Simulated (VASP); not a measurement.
# Al3BP2 (P4/mmm) in VASP: notebook

The runs below take Al3BP2 through single point, with PBE.

Everything below comes from runs of VASP 6.6.1. Logs are shortened: lines on timing, memory, paths and dates and some standing lists are left out, and cuts for length are marked.

## Step 1: The cell of the first run

It takes space group P4/mmm (No. 123, tetragonal). The conventional cell has a = 3.744 Å, b = 3.744 Å, c = 7.615 Å, α = 90.00°, β = 90.00°, γ = 90.00°. Within 2.6 Å of Al (site symmetry 4mm) lie 1 Al at 1.98 Å. Al (site symmetry 4/mmm) has 4 P at 1.87 Å and 2 Al at 1.98 Å within 2.5 Å. Within 2.5 Å of B (site symmetry 4/mmm) lie 4 P at 1.87 Å. P (site symmetry mmm) has 2 Al at 1.87 Å and 2 B at 1.87 Å within 2.5 Å.

## Step 2: Single point, PBE

INCAR

```
SYSTEM = Al3BP2
  PREC = Accurate
  ENCUT = 520
  EDIFF = 1E-7
  ISMEAR = 0
  SIGMA = 0.1
  LREAL = .False.
  LASPH = .True.
  NELM = 60
  ALGO = Normal
  ISIF = 2
  LWAVE = .False.
  LCHARG = .False.
  GGA = PE
  NBANDS = 20
```

KPOINTS

```
Automatic mesh
0
Gamma
  4 4 2
  0 0 0
```

POSCAR

```
Al3BP2
1.0
    3.7436381700      0.0000000000      0.0000000000
    0.0000000000      3.7436381700      0.0000000000
    0.0000000000      0.0000000000      7.6146898900
Al B P
3 1 2
Direct
    0.0000000000      0.0000000000      0.2402267600
    0.0000000000      0.0000000000      0.7597732400
    0.0000000000      0.0000000000      0.5000000000
    0.5000000000      0.5000000000      0.5000000000
    0.0000000000      0.5000000000      0.5000000000
    0.5000000000      0.0000000000      0.5000000000
```

Potentials or basis: VASP PAW PBE potentials, release 64 (Al, B, P).

Started as:

```
$ cat potpaw_PBE.64/Al/POTCAR potpaw_PBE.64/B/POTCAR potpaw_PBE.64/P/POTCAR > POTCAR
$ mpirun -np 1 vasp_std > vasp.out
```

OUTCAR:

```text
SYSTEM = Al3BP2
   PREC = Accurate
   ENCUT = 520
   EDIFF = 1E-7
   ISMEAR = 0
   LREAL = .False.
   LASPH = .True.
   NELM = 60
   ISIF = 2
   GGA = PE

 ion  position               nearest neighbor table
   1  0.000  0.000  0.240-   3 1.98   5 2.72   6 2.72   5 2.72   6 2.72
   2  0.000  0.000  0.760-   3 1.98   5 2.72   6 2.72   5 2.72   6 2.72
   3  0.000  0.000  0.500-   5 1.87   6 1.87   5 1.87   6 1.87   1 1.98   2 1.98   4 2.65   4 2.65
                             4 2.65   4 2.65
   4  0.500  0.500  0.500-   5 1.87   6 1.87   6 1.87   5 1.87   3 2.65   3 2.65   3 2.65   3 2.65

   5  0.000  0.500  0.500-   3 1.87   4 1.87   3 1.87   4 1.87   6 2.65   6 2.65   6 2.65   6 2.65
                             1 2.72   1 2.72   2 2.72   2 2.72
   6  0.500  0.000  0.500-   3 1.87   4 1.87   4 1.87   3 1.87   5 2.65   5 2.65   5 2.65   5 2.65
                             2 2.72   2 2.72   1 2.72   1 2.72

  LATTYP: Found a simple tetragonal cell.
 ALAT       =     3.7436381700
 C/A-ratio  =     2.0340346861

  Lattice vectors:

 A1 = (   3.7436381700,   0.0000000000,   0.0000000000)
 A2 = (   0.0000000000,   3.7436381700,   0.0000000000)
 A3 = (   0.0000000000,   0.0000000000,   7.6146898900)

Analysis of symmetry for initial positions (statically):
=====================================================================
 Subroutine PRICEL returns:
 Original cell was already a primitive cell.

 Routine SETGRP: Setting up the symmetry group for a
 simple tetragonal supercell.

 Subroutine GETGRP returns: Found 16 space group operations
 (whereof 16 operations were pure point group operations)
 out of a pool of 16 trial point group operations.

The static configuration has the point symmetry D_4h.

Analysis of symmetry for dynamics (positions and initial velocities):
=====================================================================
 Subroutine PRICEL returns:
 Original cell was already a primitive cell.

 Routine SETGRP: Setting up the symmetry group for a
 simple tetragonal supercell.

 Subroutine GETGRP returns: Found 16 space group operations
 (whereof 16 operations were pure point group operations)
 out of a pool of 16 trial point group operations.

The dynamic configuration has the point symmetry D_4h.

 Subroutine INISYM returns: Found 16 space group operations
 (whereof 16 operations are pure point group operations),
 and found     1 'primitive' translations

----------------------------------------------------------------------------------------

                                     Primitive cell

  volume of cell :     106.7186

  direct lattice vectors                    reciprocal lattice vectors
     3.743638170  0.000000000  0.000000000     0.267119832  0.000000000  0.000000000
     0.000000000  3.743638170  0.000000000     0.000000000  0.267119832  0.000000000
     0.000000000  0.000000000  7.614689890     0.000000000  0.000000000  0.131325112

  length of vectors
     3.743638170  3.743638170  7.614689890     0.267119832  0.267119832  0.131325112

  position of ions in fractional coordinates (direct lattice)
     0.000000000  0.000000000  0.240226760
     0.000000000  0.000000000  0.759773240
     0.000000000  0.000000000  0.500000000
     0.500000000  0.500000000  0.500000000
     0.000000000  0.500000000  0.500000000
     0.500000000  0.000000000  0.500000000

  ion indices of the primitive-cell ions
   primitive index   ion index
                 1           1
                 2           2
                 3           3
                 4           4
                 5           5
                 6           6

----------------------------------------------------------------------------------------

 KPOINTS: Automatic mesh

Automatic generation of k-mesh.
 Grid dimensions read from file:
 generate k-points for:    4    4    2

 Generating k-lattice:

  Cartesian coordinates                     Fractional coordinates (reciprocal lattice)
     0.066779958  0.000000000  0.000000000     0.250000000  0.000000000  0.000000000
     0.000000000  0.066779958  0.000000000     0.000000000  0.250000000  0.000000000
     0.000000000  0.000000000  0.065662556     0.000000000  0.000000000  0.500000000

  Length of vectors
     0.066779958  0.066779958  0.065662556

  Shift w.r.t. Gamma in fractional coordinates (k-lattice)
     0.000000000  0.000000000  0.000000000

 Subroutine IBZKPT returns following result:
 ===========================================

 Found     12 irreducible k-points:

 Following reciprocal coordinates:
            Coordinates               Weight
  0.000000  0.000000  0.000000      1.000000
  0.250000  0.000000  0.000000      4.000000
  0.500000  0.000000  0.000000      2.000000
  0.250000  0.250000  0.000000      4.000000
  0.500000  0.250000  0.000000      4.000000
  0.500000  0.500000  0.000000      1.000000
  0.000000  0.000000  0.500000      1.000000
  0.250000  0.000000  0.500000      4.000000
  0.500000  0.000000  0.500000      2.000000
  0.250000  0.250000  0.500000      4.000000
  0.500000  0.250000  0.500000      4.000000
  0.500000  0.500000  0.500000      1.000000
   k-points           NKPTS =     12   k-points in BZ     NKDIM =     12   number of bands    NBANDS=     20
   number of dos      NEDOS =    301   number of ions     NIONS =      6
   total plane-waves  NPLWV =  47040
   dimension x,y,z NGX =    28 NGY =   28 NGZ =   60
   dimension x,y,z NGXF=    56 NGYF=   56 NGZF=  120
   ions per type =               3   1   2
   NGX,Y,Z   is equivalent  to a cutoff of  12.43, 12.43, 13.10 a.u.
   NGXF,Y,Z  is equivalent  to a cutoff of  24.87, 24.87, 26.20 a.u.
 SYSTEM =  Al3BP2
   PREC   = accura    normal or accurate (medium, high low for compatibility)
   ISTART =      0    job   : 0-new  1-cont  2-samecut
   ICHARG =      2    charge: 1-file 2-atom 10-const
   ISPIN  =      1    spin polarized calculation?
   LNONCOLLINEAR =      F non collinear calculations
   LSORBIT =      F    spin-orbit coupling
   LASPH  =      T    aspherical Exc in radial PAW
   ENCUT  =  520.0 eV  38.22 Ry    6.18 a.u.   6.96  6.96 14.16*2*pi/ulx,y,z
   NELM   =     60;   NELMIN=  2; NELMDL= -5     # of ELM steps
   EDIFF  = 0.1E-06   stopping-criterion for ELM
   LREAL  =      F    real-space projection
   EDIFFG = 0.1E-05   stopping-criterion for IOM
   NSW    =      0    number of steps for IOM
   IBRION =     -1    ionic relax: 0-MD 1-quasi-New 2-CG
   NFREE  =      0    steps in history (QN), initial steepest desc. (CG)
   ISIF   =      2    stress and relaxation
   ISYM   =      2    0-nonsym 1-usesym 2-fastsym
   POTIM  = 0.5000    time-step for ionic-motion
   TEBEG  =    0.0;   TEEND  =   0.0 temperature during run
   PSTRESS=    0.0 pullay stress
   NELECT =      22.0000    total number of electrons
   NUPDOWN=      -1.0000    fix difference up-down
   EMIN   =  10.00;   EMAX   =-10.00  energy-range for DOS
   EFERMI =   0.00;   METHOD = LEGACY
   ISMEAR =     0;   SIGMA  =   0.10  broadening in eV -4-tet -1-fermi 0-gaus
   EFERMI_NEDOS =   21; number of points for ismear=-14 and -15
   IALGO  =     38    algorithm
   IMIX   =      4    mixing-type and parameters
     AMIX     =   0.40;   BMIX     =  1.00
     AMIX_MAG =   1.60;   BMIX_MAG =  1.00
  volume/ion in A,a.u.               =      17.79       120.03
  Fermi-wavevector in a.u.,A,eV,Ry     =   0.967095  1.827544 12.725154  0.935272
  Thomas-Fermi vector in A             =   2.096952
   LORBIT       =      0    0 simple, 1 ext, 2 COOP (PROOUT), +10 PAW based schemes
   GGA     = PE    functional components
   LHFCALC =     F    Hartree Fock is set to
   AEXX    =    0.0000 exact exchange contribution
   IVDW    =     0    specifies the selected vdW correction
   LEPSILON=     F    determine dielectric tensor
   LRPA    =     F    only Hartree local field effects (RPA)
 non-spin polarized calculation
 Gauss-broadening in eV      SIGMA  =   0.10
  energy-cutoff  :      520.00
  volume of cell :      106.72
 maximum number of plane-waves:      2896
 NGX is ok and might be reduce to    28
   NGX = 13   NGY = 13   NGZ = 29

 number of electron      21.9999996 magnetization

 Free energy of the ion-electron system (eV)
  ---------------------------------------------------
  ext. energy  EPLUGINS =         0.00000000
  ---------------------------------------------------
  free energy    TOTEN  =       -10.25990813 eV

  energy without entropy =      -10.23899887  energy(sigma->0) =      -10.24945350

 E-fermi :   5.6745     XC(G=0):  -8.9609

 val. band max:        5.6738502685   @ k =   0.5000   0.2500   0.0000
 cond. band min:       5.8500174871   @ k =   0.5000   0.0000   0.5000
 fundamental gap:      0.1761672186
 Fermi energy:         5.6744513913

 k-point     1 :       0.0000    0.0000    0.0000
  band No.  band energies     occupation
      1     -11.5461      2.00000
      2      -3.5297      2.00000
      3      -3.2132      2.00000
      4      -3.2132      2.00000
      5      -2.8313      2.00000
      6       0.0143      2.00000
[... 12 lines left out ...]
     19      11.4059      0.00000
     20      11.9277      0.00000

 k-point     2 :       0.2500    0.0000    0.0000
  band No.  band energies     occupation
      1     -10.9559      2.00000
      2      -6.4371      2.00000
      3      -2.9489      2.00000
      4      -2.6706      2.00000
      5      -0.6910      2.00000
      6       1.1387      2.00000
[... 12 lines left out ...]
     19      11.7817      0.00000
     20      12.3182      0.00000
[... 189 lines left out ...]
      3      -3.9401      2.00000
      4      -3.5688      2.00000
      5      -1.1748      2.00000
      6       0.0889      2.00000
[... 12 lines left out ...]
     19      11.6999      0.00000
     20      12.5897      0.00000

 k-point    12 :       0.5000    0.5000    0.5000
  band No.  band energies     occupation
      1      -7.7209      2.00000
      2      -7.7209      2.00000
      3      -5.8156      2.00000
      4      -5.7053      2.00000
      5       0.2885      2.00000
      6       0.9829      2.00000
[... 12 lines left out ...]
     19      10.5575      0.00000
     20      10.7321      0.00000

------------------------ aborting loop because EDIFF is reached ----------------------------------------

  FORCE on cell =-STRESS in cart. coord.  units (eV):
  Direction    XX          YY          ZZ          XY          YZ          ZX
  --------------------------------------------------------------------------------------
  -------------------------------------------------------------------------------------
  Total       55.2242205     55.2242205     28.1161299      0.0000000      0.0000000      0.0000000
  in kB      829.0872220    829.0872220    422.1105130      0.0000000      0.0000000      0.0000000
  external PRESSURE =     693.4283190 kB  Pullay stress =       0.0000000 kB

 VOLUME and BASIS-vectors are now :
 -----------------------------------------------------------------------------
  energy-cutoff  :      520.00
  volume of cell :      106.72
      direct lattice vectors                 reciprocal lattice vectors
     3.743638170  0.000000000  0.000000000     0.267119832  0.000000000  0.000000000
     0.000000000  3.743638170  0.000000000     0.000000000  0.267119832  0.000000000
     0.000000000  0.000000000  7.614689890     0.000000000  0.000000000  0.131325112

 POSITION                                       TOTAL-FORCE (eV/Angst)
 -----------------------------------------------------------------------------------
      0.00000      0.00000      1.82925         0.000000     -0.000000     -8.181027
      0.00000      0.00000      5.78544        -0.000000     -0.000000      8.181027
      0.00000      0.00000      3.80734         0.000000      0.000000      0.000000
      1.87182      1.87182      3.80734         0.000000      0.000000      0.000000
      0.00000      1.87182      3.80734         0.000000      0.000000      0.000000
      1.87182      0.00000      3.80734         0.000000      0.000000      0.000000
 -----------------------------------------------------------------------------------
    total drift:                               -0.000000     -0.000000      0.000000

  FREE ENERGIE OF THE ION-ELECTRON SYSTEM (eV)
  ---------------------------------------------------
  free  energy   TOTEN  =       -10.2599081347 eV

  energy  without entropy=      -10.2389988721  energy(sigma->0) =      -10.24945350
```

Wall time 25 s (1 thread of AMD EPYC 7R43 (Zen 3), shared host); peak memory 0.18 GiB.

What came out:

```
Free energy            : -10.2599 eV
Pressure               : 69.3 GPa
Largest force          : 8.181 eV/Å
Band gap on the k mesh : zero (band 11 reaches 6.40 eV, above the bottom of band 12 at 5.37 eV)
```

Forces on the atoms (eV/Å):
```
Al   0.000  0.000 -8.181
Al   0.000  0.000  8.181
Al   0.000  0.000  0.000
B    0.000  0.000  0.000
P    0.000  0.000  0.000
P    0.000  0.000  0.000
```

Levels at points of the mesh, in eV from the Fermi level:
| k point | band 8 | band 9 | band 10 | band 11 | band 12 | band 13 | band 14 | band 15 |
| --- | --- | --- | --- | --- | --- | --- | --- | --- |
| (0.00, 0.00, 0.00) | -1.16 | -1.16 | -0.95 | -0.58 | 0.84 | 0.84 | 1.36 | 1.46 |
| (0.50, 0.00, 0.00) | -4.42 | -3.14 | -0.73 | 0.68 | 0.91 | 1.85 | 2.41 | 2.50 |
| (0.50, 0.50, 0.00) | -2.03 | -1.87 | 0.18 | 0.18 | 1.21 | 2.43 | 3.19 | 3.20 |
| (0.00, 0.00, 0.50) | -2.83 | -1.16 | -1.16 | -0.60 | 0.79 | 0.79 | 1.12 | 2.23 |
| (0.50, 0.00, 0.50) | -4.42 | -2.20 | -1.63 | 0.18 | 0.89 | 1.80 | 1.91 | 2.35 |
| (0.50, 0.50, 0.50) | -2.05 | -0.67 | -0.12 | 0.73 | 0.73 | 1.21 | 2.42 | 2.42 |

Caveat: the k points lie up to 0.42 Å⁻¹ apart; forces of over 1 eV/Å act on the atoms, so gaps and moduli don't describe the material at rest.

## Step 3: Single point, PBE

This run uses another cell than the first one, of 27.16 Å³/atom, 1.527 times its volume.

INCAR

```
SYSTEM = Al3BP2
PREC     = Accurate       ! precision mode
ENCUT    = 520            ! plane-wave cutoff, eV
EDIFF    = 1E-6           ! SCF threshold, eV
ISMEAR   = 0              ! smearing method
SIGMA    = 0.1            ! smearing width, eV
LREAL    = .FALSE.        ! projectors in reciprocal space
LASPH    = .TRUE.         ! aspherical terms in the spheres
NELM     = 80             ! most SCF steps
ALGO     = Normal         ! electronic algorithm
ISIF     = 2              ! what is computed and relaxed
LWAVE    = .FALSE.        ! write WAVECAR
LCHARG   = .FALSE.        ! write CHGCAR
GGA      = PE             ! functional
NBANDS   = 20             ! bands
```

KPOINTS

```
regular mesh
0
G
  8 8 6
  0 0 0
```

POSCAR

```
Al3BP2
1.0
    4.5666393085      0.0000000000      0.0000000000
    0.0000000000      4.5666393085      0.0000000000
    0.0000000000      0.0000000000      7.8150153670
Al B P
3 1 2
Direct
    0.0000000000      0.0000000000      0.1742550678
    0.0000000000      0.0000000000      0.8257449322
    0.0000000000      0.0000000000      0.5000000000
    0.5000000000      0.5000000000      0.5000000000
    0.0000000000      0.5000000000      0.5000000000
    0.5000000000      0.0000000000      0.5000000000
```

Potentials or basis: VASP PAW PBE potentials, release 64 (Al, B, P).

Started as:

```
$ cat potpaw_PBE.64/Al/POTCAR potpaw_PBE.64/B/POTCAR potpaw_PBE.64/P/POTCAR > POTCAR
$ mpirun -np 1 vasp_std > vasp.out
```

Run time: 3.1 min. Hardware: 1 thread of AMD EPYC 7R43 (Zen 3), shared host; peak memory 0.34 GiB.

The run converged. Its results:

| Item | Value |
| --- | --- |
| Free energy | -22.6361 eV |
| Pressure | 0.0 GPa |
| Band gap on the k mesh | zero (band 11 reaches 2.93 eV, above the bottom of band 12 at 1.89 eV) |

Levels at points of the mesh, in eV from the Fermi level:
```
           k point  band 7  band 8  band 9  band 10  band 11  band 12  band 13  band 14  band 15  band 16
(0.00, 0.00, 0.00)   -4.03   -1.45   -1.45    -0.65    -0.22    -0.05     1.84     1.84     1.94     2.17
(0.50, 0.00, 0.00)   -4.09   -4.04   -2.99    -0.71     0.22     0.41     2.09     2.18     2.39     2.43
(0.50, 0.50, 0.00)   -2.20   -2.20   -0.19    -0.19    -0.14     0.20     1.30     1.52     2.15     2.15
(0.00, 0.00, 0.50)   -3.56   -2.41   -1.44    -1.44    -0.25     0.56     1.16     1.16     1.55     3.88
(0.50, 0.00, 0.50)   -4.04   -3.15   -2.69    -1.84     0.29     1.19     1.28     1.49     1.56     2.18
(0.50, 0.50, 0.50)   -2.38   -1.60   -1.54    -0.20     0.20     0.93     0.93     1.52     1.53     1.53
```
